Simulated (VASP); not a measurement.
## TiN: relaxation of cell and atoms with LDA

TiN:

```
CELL_PARAMETERS angstrom
0.00000 2.12000 2.12000
2.12000 0.00000 2.12000
2.12000 2.12000 0.00000
ATOMIC_POSITIONS crystal
Ti 0.00000 0.00000 0.00000
N 0.50000 0.50000 0.50000
```

```yaml
Program: VASP 6.6.1
Task: relaxation of cell and atoms
Functional: LDA
Potentials_or_basis: VASP PAW LDA potentials, release 64 (Ti_sv, N)
Cutoff: 600 eV
k_mesh: 20 × 20 × 20
Occupations: gaussian, width 0.1 eV
Spin: no spin polarisation
Dipole_correction: no
Further_INCAR_settings: ALGO = Normal; EDIFF = 1e-07; IBRION = 2; EDIFFG = -0.005; NSW = 80; ISIF = 3
```

```json
{"Relaxed volume": "9.10 Å³/atom", "Relaxed cell": "a = 2.953 Å, b = 2.953 Å, c = 2.953 Å, α = 60.00°, β = 60.00°, γ = 60.00°", "Space group after relaxing (to 0.1 Å)": "Fm-3m (No. 225)", "Energy gained by relaxing": "18.3 meV/atom", "Ionic steps": "4", "Pressure after relaxing": "0.0 GPa", "Band gap on the k mesh": "zero (an odd number of electrons rules out a gap without spin polarisation)"}
```

The path:
```
step  energy change (eV)  largest force (eV/Å)  pressure (GPa)  volume (Å³)
   1              0.0000                0.0000          -13.22        19.06
   2              0.0568                0.0000           25.78        16.97
   3             -0.0366                0.0000           -0.30        18.22
   4             -0.0366                0.0000           -0.01        18.20
```

Final structure:
```cif
data_structure
_symmetry_space_group_name_H-M 'P 1'
_symmetry_Int_Tables_number 1
_cell_length_a 2.9527
_cell_length_b 2.9527
_cell_length_c 2.9527
_cell_angle_alpha 60.000
_cell_angle_beta 60.000
_cell_angle_gamma 60.000
_cell_volume 18.20
loop_
_atom_site_label
_atom_site_type_symbol
_atom_site_fract_x
_atom_site_fract_y
_atom_site_fract_z
_atom_site_occupancy
Ti1 Ti 0.00000 0.00000 0.00000 1
N1 N 0.50000 0.50000 0.50000 1
```

Levels at points of the mesh, in eV from the Fermi level:
```csv
k point,band 5,band 6,band 7,band 8,band 9,band 10,band 11,band 12
"(0.00, 0.00, 0.00)",-17.11,-2.05,-2.05,-2.05,-0.68,-0.68,-0.68,0.61
"(0.50, 0.00, 0.00)",-14.37,-8.34,-5.72,-5.72,1.82,1.82,2.56,6.14
"(0.50, 0.50, 0.00)",-15.67,-5.86,-3.30,-3.24,-3.24,1.76,2.59,2.59
```

It took 110 s on 1 thread of Intel(R) Xeon(R) Platinum 8375C CPU @ 2.90GHz (Ice Lake), on a shared host, peak memory 0.21 GiB.
